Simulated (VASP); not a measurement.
# V (Fm-3m) in VASP: notebook

Aim: see how the results for V move with the level of theory and the settings. Levels: RPBE, BLYP, PBE. Tasks: single point.

Program: VASP 6.6.1. These are calculated values, not measurements. Logs are shortened: lines on timing, memory, paths and dates and some standing lists are left out, and cuts for length are marked.

### Step 1. The cell of the first run

It takes space group Fm-3m (No. 225, cubic). Conventional cell: a = 3.790 Å, b = 3.790 Å, c = 3.790 Å, α = 90.00°, β = 90.00°, γ = 90.00°. Within 3.5 Å of V (site symmetry m-3m) lie 12 V at 2.68 Å.

### Step 2. Single point, RPBE, collinear spin, ferromagnetic start

Input file INCAR:

```
PREC     = Accurate       # precision mode
ENCUT    = 520            # plane-wave cutoff, eV
EDIFF    = 1E-7           # SCF threshold, eV
ISMEAR   = 1              # smearing method
SIGMA    = 0.2            # smearing width, eV
LREAL    = F              # projectors in reciprocal space
LASPH    = T              # aspherical terms in the spheres
NELM     = 150            # most SCF steps
ALGO     = Normal         # electronic algorithm
ISIF     = 2              # what is computed and relaxed
LWAVE    = F              # write WAVECAR
LCHARG   = F              # write CHGCAR
ISPIN    = 2              # spin polarisation
MAGMOM   = 1.5            # initial moments
LORBIT   = 11             # projections on sites
LMAXMIX  = 4              # l up to which the mixer works
GGA      = RP             # functional
NBANDS   = 16             # bands
ISYM     = 0
```

Input file KPOINTS:

```
Automatic mesh
0
Gamma
  6 6 6
  0.5 0.5 0.5
```

Input file POSCAR:

```
V
1.0
    0.0000000000      1.8950000000      1.8950000000
    1.8950000000      0.0000000000      1.8950000000
    1.8950000000      1.8950000000      0.0000000000
V
1
Direct
    0.0000000000      0.0000000000      0.0000000000
```

Potentials or basis: VASP PAW PBE potentials, release 64 (V_sv).

Run with:

```bash
> cat potpaw_PBE.64/V_sv/POTCAR > POTCAR
> mpirun -np 1 vasp_std > vasp.out
```

OUTCAR:

```text
PREC = Accurate
   ENCUT = 520
   EDIFF = 1E-7
   ISMEAR = 1
   LREAL = F
   LASPH = T
   NELM = 150
   ISIF = 2
   ISPIN = 2
   LORBIT = 11
   GGA = RP
   ISYM = 0

 ion  position               nearest neighbor table
   1  0.000  0.000  0.000-

IMPORTANT INFORMATION: All symmetrisations will be switched off!
NOSYMM: (Re-)initialisation of all symmetry stuff for point group C_1.

----------------------------------------------------------------------------------------

                                     Primitive cell

  volume of cell :      13.6100

  direct lattice vectors                    reciprocal lattice vectors
     0.000000000  1.895000000  1.895000000    -0.263852243  0.263852243  0.263852243
     1.895000000  0.000000000  1.895000000     0.263852243 -0.263852243  0.263852243
     1.895000000  1.895000000  0.000000000     0.263852243  0.263852243 -0.263852243

  length of vectors
     2.679934701  2.679934701  2.679934701     0.457005490  0.457005490  0.457005490

  position of ions in fractional coordinates (direct lattice)
     0.000000000  0.000000000  0.000000000

  ion indices of the primitive-cell ions
   primitive index   ion index
                 1           1

----------------------------------------------------------------------------------------

 KPOINTS: Automatic mesh

Automatic generation of k-mesh.
 Grid dimensions read from file:
 generate k-points for:    6    6    6

 Generating k-lattice:

  Cartesian coordinates                     Fractional coordinates (reciprocal lattice)
    -0.043975374  0.043975374  0.043975374     0.166666667  0.000000000  0.000000000
     0.043975374 -0.043975374  0.043975374     0.000000000  0.166666667  0.000000000
     0.043975374  0.043975374 -0.043975374     0.000000000  0.000000000  0.166666667

  Length of vectors
     0.076167582  0.076167582  0.076167582

  Shift w.r.t. Gamma in fractional coordinates (k-lattice)
     0.500000000  0.500000000  0.500000000

 Subroutine IBZKPT returns following result:
 ===========================================

 Found    432 irreducible k-points:

 Following reciprocal coordinates:
            Coordinates               Weight
  0.083333  0.083333  0.083333      2.000000
  0.083333  0.000000  0.000000      2.000000
  0.000000  0.000000 -0.083333      2.000000
  0.000000  0.083333  0.000000      2.000000
  0.250000  0.083333  0.083333      2.000000
  0.083333  0.250000  0.083333      2.000000
[... 16 lines left out ...]
  0.000000  0.333333 -0.083333      2.000000
  0.333333  0.000000 -0.083333      2.000000
 [... further k-points ...]
   k-points           NKPTS =    432   k-points in BZ     NKDIM =    432   number of bands    NBANDS=     16
   number of dos      NEDOS =    301   number of ions     NIONS =      1
   total plane-waves  NPLWV =   8000
   dimension x,y,z NGX =    20 NGY =   20 NGZ =   20
   dimension x,y,z NGXF=    40 NGYF=   40 NGZF=   40
   ions per type =               1
   NGX,Y,Z   is equivalent  to a cutoff of  12.41, 12.41, 12.41 a.u.
   NGXF,Y,Z  is equivalent  to a cutoff of  24.81, 24.81, 24.81 a.u.
 SYSTEM =  unknown system
   PREC   = accura    normal or accurate (medium, high low for compatibility)
   ISTART =      0    job   : 0-new  1-cont  2-samecut
   ICHARG =      2    charge: 1-file 2-atom 10-const
   ISPIN  =      2    spin polarized calculation?
   LNONCOLLINEAR =      F non collinear calculations
   LSORBIT =      F    spin-orbit coupling
   LASPH  =      T    aspherical Exc in radial PAW
   ENCUT  =  520.0 eV  38.22 Ry    6.18 a.u.   4.98  4.98  4.98*2*pi/ulx,y,z
   NELM   =    150;   NELMIN=  2; NELMDL= -5     # of ELM steps
   EDIFF  = 0.1E-06   stopping-criterion for ELM
   LREAL  =      F    real-space projection
   EDIFFG = 0.1E-05   stopping-criterion for IOM
   NSW    =      0    number of steps for IOM
   IBRION =     -1    ionic relax: 0-MD 1-quasi-New 2-CG
   NFREE  =      0    steps in history (QN), initial steepest desc. (CG)
   ISIF   =      2    stress and relaxation
   ISYM   =      0    0-nonsym 1-usesym 2-fastsym
   POTIM  = 0.5000    time-step for ionic-motion
   TEBEG  =    0.0;   TEEND  =   0.0 temperature during run
   PSTRESS=    0.0 pullay stress
   NELECT =      13.0000    total number of electrons
   NUPDOWN=      -1.0000    fix difference up-down
   EMIN   =  10.00;   EMAX   =-10.00  energy-range for DOS
   EFERMI =   0.00;   METHOD = LEGACY
   ISMEAR =     1;   SIGMA  =   0.20  broadening in eV -4-tet -1-fermi 0-gaus
   EFERMI_NEDOS =   21; number of points for ismear=-14 and -15
   IALGO  =     38    algorithm
   IMIX   =      4    mixing-type and parameters
     AMIX     =   0.40;   BMIX     =  1.00
     AMIX_MAG =   1.60;   BMIX_MAG =  1.00
  volume/ion in A,a.u.               =      13.61        91.84
  Fermi-wavevector in a.u.,A,eV,Ry     =   1.612266  3.046741 35.367013  2.599402
  Thomas-Fermi vector in A             =   2.707524
   LORBIT       =     11    0 simple, 1 ext, 2 COOP (PROOUT), +10 PAW based schemes
   GGA     = RP    functional components
   LHFCALC =     F    Hartree Fock is set to
   AEXX    =    0.0000 exact exchange contribution
   IVDW    =     0    specifies the selected vdW correction
   LEPSILON=     F    determine dielectric tensor
   LRPA    =     F    only Hartree local field effects (RPA)
 spin polarized calculation
 Methfessel and Paxton  Order N= 1 SIGMA  =   0.20
  energy-cutoff  :      520.00
  volume of cell :       13.61
 maximum number of plane-waves:       373
   NGX =  9   NGY =  9   NGZ =  9

 number of electron      13.0000007 magnetization      -0.0061260

 number of electron      13.0000007 magnetization       0.0002277

 Free energy of the ion-electron system (eV)
  ---------------------------------------------------
  ext. energy  EPLUGINS =         0.00000000
  ---------------------------------------------------
  free energy    TOTEN  =        -8.26582394 eV

  energy without entropy =       -8.26781080  energy(sigma->0) =       -8.26648622

 E-fermi :  10.0167     XC(G=0): -12.7328

 val. band max:       10.0095747479   @ k =   0.4167   0.4167  -0.4167
 cond. band min:      10.0343858386   @ k =   0.0833   0.0833   0.0833
 fundamental gap:      0.0248110907
 Fermi energy:        10.0167353732

 spin component 1

 k-point     1 :       0.0833    0.0833    0.0833
  band No.  band energies     occupation
      1     -54.1790      1.00000
      2     -27.5060      1.00000
      3     -27.4536      1.00000
      4     -27.4536      1.00000
      5       3.3798      1.00000
      6      10.0344      0.42564
[... 8 lines left out ...]
     15      37.6947      0.00000
     16      38.5041      0.00000

 k-point     2 :       0.0833    0.0000    0.0000
  band No.  band energies     occupation
      1     -54.1790      1.00000
      2     -27.5060      1.00000
      3     -27.4536      1.00000
      4     -27.4536      1.00000
      5       3.3798      1.00000
      6      10.0344      0.42563
[... 8 lines left out ...]
     15      37.6947      0.00000
     16      38.5041      0.00000

 k-point     3 :       0.0000    0.0000   -0.0833
  band No.  band energies     occupation
      1     -54.1790      1.00000
      2     -27.5060      1.00000
      3     -27.4536      1.00000
      4     -27.4536      1.00000
      5       3.3798      1.00000
      6      10.0344      0.42563
[... 8 lines left out ...]
     15      37.6947      0.00000
     16      38.5041      0.00000

 k-point     4 :       0.0000    0.0833    0.0000
  band No.  band energies     occupation
      1     -54.1790      1.00000
      2     -27.5060      1.00000
      3     -27.4536      1.00000
      4     -27.4536      1.00000
      5       3.3798      1.00000
      6      10.0344      0.42563
[... 8 lines left out ...]
     15      37.6947      0.00000
     16      38.5041      0.00000
[... 324 lines left out ...]
 k-point    22 :       0.0833   -0.3333    0.0000
  band No.  band energies     occupation
      1     -54.0413      1.00000
      2     -28.1456      1.00000
      3     -27.5901      1.00000
      4     -27.5314      1.00000
      5       6.5052      1.00000
      6       9.5549      1.00260
[... 8 lines left out ...]
     15      36.0886      0.00000
     16      36.1714      0.00000

 k-point    23 :       0.0000    0.3333   -0.0833
  band No.  band energies     occupation
      1     -54.0413      1.00000
      2     -28.1456      1.00000
      3     -27.5901      1.00000
      4     -27.5314      1.00000
      5       6.5052      1.00000
      6       9.5549      1.00260
[... 8 lines left out ...]
     15      36.0886      0.00000
     16      36.1714      0.00000

 k-point    24 :       0.3333    0.0000   -0.0833
  band No.  band energies     occupation
      1     -54.0413      1.00000
      2     -28.1456      1.00000
      3     -27.5901      1.00000
      4     -27.5314      1.00000
      5       6.5052      1.00000
      6       9.5549      1.00260
[... 8 lines left out ...]
     15      36.0886      0.00000
     16      36.1714      0.00000

 [... further k-points ...]

 spin component 2

 k-point     1 :       0.0833    0.0833    0.0833
  band No.  band energies     occupation
      1     -54.1788      1.00000
      2     -27.5057      1.00000
      3     -27.4534      1.00000
      4     -27.4534      1.00000
      5       3.3799      1.00000
      6      10.0346      0.42492
[... 8 lines left out ...]
     15      37.6949      0.00000
     16      38.5042      0.00000

 k-point     2 :       0.0833    0.0000    0.0000
  band No.  band energies     occupation
      1     -54.1788      1.00000
      2     -27.5058      1.00000
      3     -27.4534      1.00000
      4     -27.4534      1.00000
      5       3.3799      1.00000
      6      10.0346      0.42491
[... 8 lines left out ...]
     15      37.6949      0.00000
     16      38.5042      0.00000

 k-point     3 :       0.0000    0.0000   -0.0833
  band No.  band energies     occupation
      1     -54.1788      1.00000
      2     -27.5058      1.00000
      3     -27.4534      1.00000
      4     -27.4534      1.00000
      5       3.3799      1.00000
      6      10.0346      0.42491
[... 8 lines left out ...]
     15      37.6949      0.00000
     16      38.5042      0.00000

 k-point     4 :       0.0000    0.0833    0.0000
  band No.  band energies     occupation
      1     -54.1788      1.00000
      2     -27.5058      1.00000
      3     -27.4534      1.00000
      4     -27.4534      1.00000
      5       3.3799      1.00000
      6      10.0346      0.42491
[... 8 lines left out ...]
     15      37.6949      0.00000
     16      38.5042      0.00000
[... 324 lines left out ...]
 k-point    22 :       0.0833   -0.3333    0.0000
  band No.  band energies     occupation
      1     -54.0410      1.00000
      2     -28.1453      1.00000
      3     -27.5899      1.00000
      4     -27.5312      1.00000
      5       6.5054      1.00000
      6       9.5550      1.00261
[... 8 lines left out ...]
     15      36.0887      0.00000
     16      36.1716      0.00000

 k-point    23 :       0.0000    0.3333   -0.0833
  band No.  band energies     occupation
      1     -54.0410      1.00000
      2     -28.1453      1.00000
      3     -27.5899      1.00000
      4     -27.5312      1.00000
      5       6.5054      1.00000
      6       9.5550      1.00261
[... 8 lines left out ...]
     15      36.0887      0.00000
     16      36.1716      0.00000

 k-point    24 :       0.3333    0.0000   -0.0833
  band No.  band energies     occupation
      1     -54.0410      1.00000
      2     -28.1453      1.00000
      3     -27.5899      1.00000
      4     -27.5312      1.00000
      5       6.5054      1.00000
      6       9.5550      1.00261
[... 8 lines left out ...]
     15      36.0887      0.00000
     16      36.1716      0.00000

 [... further k-points ...]

------------------------ aborting loop because EDIFF is reached ----------------------------------------

  FORCE on cell =-STRESS in cart. coord.  units (eV):
  Direction    XX          YY          ZZ          XY          YZ          ZX
  --------------------------------------------------------------------------------------
  -------------------------------------------------------------------------------------
  Total        0.6973792      0.6973792      0.6973772     -0.0000023     -0.0000023     -0.0000023
  in kB       82.0959850     82.0959907     82.0957475     -0.0002710     -0.0002664     -0.0002698
  external PRESSURE =      82.0959077 kB  Pullay stress =       0.0000000 kB

 VOLUME and BASIS-vectors are now :
 -----------------------------------------------------------------------------
  energy-cutoff  :      520.00
  volume of cell :       13.61
      direct lattice vectors                 reciprocal lattice vectors
     0.000000000  1.895000000  1.895000000    -0.263852243  0.263852243  0.263852243
     1.895000000  0.000000000  1.895000000     0.263852243 -0.263852243  0.263852243
     1.895000000  1.895000000  0.000000000     0.263852243  0.263852243 -0.263852243

 POSITION                                       TOTAL-FORCE (eV/Angst)
 -----------------------------------------------------------------------------------
      0.00000      0.00000      0.00000         0.000000     -0.000000      0.000000
 -----------------------------------------------------------------------------------
    total drift:                                0.000000     -0.000000      0.000000

  FREE ENERGIE OF THE ION-ELECTRON SYSTEM (eV)
  ---------------------------------------------------
  free  energy   TOTEN  =        -8.2658239389 eV

  energy  without entropy=       -8.2678107961  energy(sigma->0) =       -8.26648622

 total charge

# of ion       s       p       d       tot
------------------------------------------
    1        2.346   6.233   3.037  11.616

 magnetization (x)

# of ion       s       p       d       tot
------------------------------------------
    1        0.000   0.000   0.000   0.000
```

Wall time 64 s (1 thread of Intel Xeon 6975P-C (Granite Rapids), shared host); peak memory 0.24 GiB.

Results:

```
Free energy                                           : -8.2658 eV
Pressure                                              : 8.2 GPa
Net moment                                            : 0.00 μB per cell
Valence electrons inside the program's atomic spheres : V 11.62
```

Levels at points of the mesh, in eV from the Fermi level:
Spin up:
```tsv
k point	band 3	band 4	band 5	band 6	band 7	band 8	band 9	band 10	band 11	band 12
(0.08, 0.08, 0.08)	-37.47	-37.47	-6.64	0.02	0.25	0.25	1.91	1.91	17.86	21.17
```
Spin down:
| k point | band 3 | band 4 | band 5 | band 6 | band 7 | band 8 | band 9 | band 10 | band 11 | band 12 |
| --- | --- | --- | --- | --- | --- | --- | --- | --- | --- | --- |
| (0.08, 0.08, 0.08) | -37.47 | -37.47 | -6.64 | 0.02 | 0.25 | 0.25 | 1.91 | 1.91 | 17.86 | 21.17 |

Caveat: the k points lie up to 0.48 Å⁻¹ apart; the PAW data sets were made with another functional, which shifts forces and pressure a little.

[end of part 1 of 2]
